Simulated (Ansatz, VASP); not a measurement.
**Two plane-wave programs on Zr2TeSe**

Contents of INCAR:

```
SYSTEM = Zr2TeSe
PREC = Accurate
ENCUT = 520
EDIFF = 1E-6
ISMEAR = 0
SIGMA = 0.1
LREAL = .False.
LASPH = .True.
NELM = 150
ALGO = Normal
ISIF = 2
LWAVE = .False.
LCHARG = .False.
ISPIN = 2
MAGMOM = 1 1 0 0
LORBIT = 11
LMAXMIX = 4
GGA = PE
NBANDS = 30
```

KPOINTS

```
Automatic mesh
0
Gamma
  6 6 2
  0 0 0
```

The input POSCAR:

```
Zr2TeSe
1.0
    3.6598382271      0.0000000000      0.0000000000
   -1.8299191135      3.1695128784      0.0000000000
    0.0000000000      0.0000000000      7.7319318420
Zr Te Se
2 1 1
Direct
    0.3333333333      0.6666666667      0.7701077686
    0.6666666667      0.3333333333      0.2298922314
    0.0000000000      0.0000000000      0.5000000000
    0.0000000000      0.0000000000      0.0000000000
```

Input for Ansatz:

```yaml
crystal:
  lattice:
    - [3.6598382271, 0.0, 0.0]
    - [-1.8299191135, 3.1695128784, 0.0]
    - [0.0, 0.0, 7.731931842]
  atoms:
    - { symbol: Zr, position: [0.3333333333, 0.6666666667, 0.7701077686], spin: 1.0 }
    - { symbol: Zr, position: [0.6666666667, 0.3333333333, 0.2298922314], spin: 1.0 }
    - { symbol: Te, position: [0.0, 0.0, 0.5] }
    - { symbol: Se, position: [0.0, 0.0, 0.0] }
basis:
  ecutwfc: 420
kpoints:
  mp_grid: { grid: [6, 6, 2] }
hamiltonian:
  xc: pbe
scf:
  occupations: { method: gaussian, width: 0.1 }
  lower_state_search: "off"
output:
  forces: true
  stress: true
  eigenvalues: true
  populations: true
magnetization:
  spin_polarized: true
```

Alike in both runs: task single point; functional PBE; k mesh 6 × 6 × 2; occupations gaussian, width 0.1 eV; collinear spin.

```csv
,VASP,Ansatz
version,VASP 6.6.1,Ansatz 0.2.0
potentials or method,"VASP PAW PBE potentials, release 64 (Zr_sv, Te, Se), cutoff 520 eV","scalar-relativistic, plane waves, PAW"
valence electrons in the cell,36,56
```

Ansatz gave:

- gap on the k mesh at the Fermi level (eV): none
- pressure (GPa): 0.0
- traceless stress, the component that is largest in VASP (GPa): -0.13
- rms of the force components (eV/Å): 0.023
- net moment per atom (μB): 0.00

Question: What did VASP give for the same quantities?

Answer: gap on the k mesh at the Fermi level (eV): none; pressure (GPa): 0.1; traceless stress, the component that is largest in VASP (GPa): -0.11; rms of the force components (eV/Å): 0.025; net moment per atom (μB): 0.00.

Atom by atom the forces differ by 0.002 eV/Å (rms over components). A gap of «none» marks a metal or a gap that the smearing closes. VASP's potentials hold 36 valence electrons a cell and Ansatz's 56, so a difference there can come from the potentials and not from the codes. Ansatz's warnings: seeded moment not kept.

The k mesh is coarse, so the values compare programs but aren't converged. Neither program's run includes spin-orbit coupling.
